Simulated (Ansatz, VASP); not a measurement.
**One calculation of AlN, two programs**

```
CELL_PARAMETERS angstrom
3.11300 0.00000 0.00000
-1.55650 2.69594 0.00000
0.00000 0.00000 4.98100
ATOMIC_POSITIONS crystal
Al 0.66667 0.33333 0.50000
Al 0.33333 0.66667 0.00000
N 0.66667 0.33333 0.88000
N 0.33333 0.66667 0.38000
```

Alike in both runs: functional RPBE; k mesh 10 × 10 × 6; occupations fermi-dirac, width 0.05 eV; no spin polarisation.

```csv
,VASP,Ansatz
version,VASP 6.6.1,Ansatz 0.2.0
potentials or method,"VASP PAW PBE potentials, release 64 (Al, N)",Ansatz PAW
plane-wave cutoff (eV),520,420
valence electrons in the cell,16,16
task,single point,band structure
```

```tsv
	VASP	Ansatz	Ansatz less VASP
gap on the k mesh at the Fermi level (eV)	4.27	4.25	-0.024
least direct gap on the mesh (eV)	4.27	4.25	-0.024
pressure (GPa)	6.7	7.4	+0.68
traceless stress, the component that is largest in VASP (GPa)	1.02	0.97	-0.056
rms of the force components (eV/Å)	0.079	0.080	+0.0008
```

VASP's potentials were made for PBE, not for RPBE. Atom by atom the forces differ by 0.001 eV/Å (rms over components).
